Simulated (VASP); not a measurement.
Sn: single point with LDA

Sn:

```
Sn
1.0
     3.24202    0.00000    0.00000
    -1.62101    2.80768    0.00000
     0.00000    0.00000    5.39436
Sn
2
Direct
  0.33333 0.66667 0.25000
  0.66667 0.33333 0.75000
```

This isn't the form of Sn at room conditions, which is tetragonal (white tin).

| Item | Value |
| --- | --- |
| Program | VASP 6.6.1 |
| Task | single point |
| Functional | LDA |
| Potentials or basis | VASP PAW LDA potentials, release 64 (Sn_d) |
| Cutoff | 520 eV |
| k mesh | 12 × 12 × 7 |
| Occupations | fermi-dirac, width 0.1 eV |
| Spin | no spin polarisation |

```yaml
Pressure: 2.6 GPa
Band_gap_on_the_k_mesh: zero (bands 14 and 15 overlap by 9.13 eV)
```

Stress tensor (GPa, compression positive):
```
3.29 0.00 0.00
0.00 3.29 0.00
0.00 0.00 1.28
```

Levels at points of the mesh, in eV from the Fermi level:
```
           k point  band 12  band 13  band 14  band 15  band 16  band 17
(0.00, 0.00, 0.00)    -7.19    -5.17     6.52     6.52     8.22     8.40
(0.50, 0.00, 0.00)    -6.25    -2.39    -1.73    -0.92     1.25     2.35
```

Run time: 72 s on 1 thread of Intel Xeon 8259CL, with other jobs on the host, peak memory 0.18 GiB.

Caveat: spin-orbit coupling is left out, which moves the levels of the heavy elements.
